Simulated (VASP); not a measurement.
A run of VASP 6.6.1 is set up as follows.

INCAR

```
SYSTEM = Cs4Au
PREC = Accurate ; ENCUT = 520
EDIFF = 1E-6 ; ISMEAR = 0
SIGMA = 0.1 ; LREAL = .FALSE.
LASPH = .TRUE. ; NELM = 80
ALGO = Fast ; ISIF = 2
LWAVE = .FALSE. ; LCHARG = .TRUE.
GGA = PE ; LELF = .TRUE.
LVHAR = .TRUE. ; NBANDS = 32
```

KPOINTS

```
regular mesh
0
G
  6 6 6
  0 0 0
```

POSCAR

```
Cs4Au
1.0
   -4.5580266729      4.5580266729      4.5580266729
    4.5580266729     -4.5580266729      4.5580266729
    4.5580266729      4.5580266729     -4.5580266729
Cs Au
4 1
Direct
    0.0000000000      0.0000000000      0.5000000000
    0.5000000000      0.0000000000      0.0000000000
    0.0000000000      0.5000000000      0.0000000000
    0.5000000000      0.5000000000      0.5000000000
    0.0000000000      0.0000000000      0.0000000000
```

Potentials or basis: VASP PAW PBE potentials, release 64 (Cs_sv, Au).

Command:

```sh
$ cat potpaw_PBE.64/Cs_sv/POTCAR potpaw_PBE.64/Au/POTCAR > POTCAR
$ mpirun -np 1 vasp_std > vasp.out
```

(1) Estimate the band gap on the k mesh.

(2) Predict the pressure.

Answers

(1) zero (an odd number of electrons rules out a gap without spin polarisation).

(2) 0.1 GPa.

Caveat: spin-orbit coupling is left out, which moves the levels of the heavy elements.
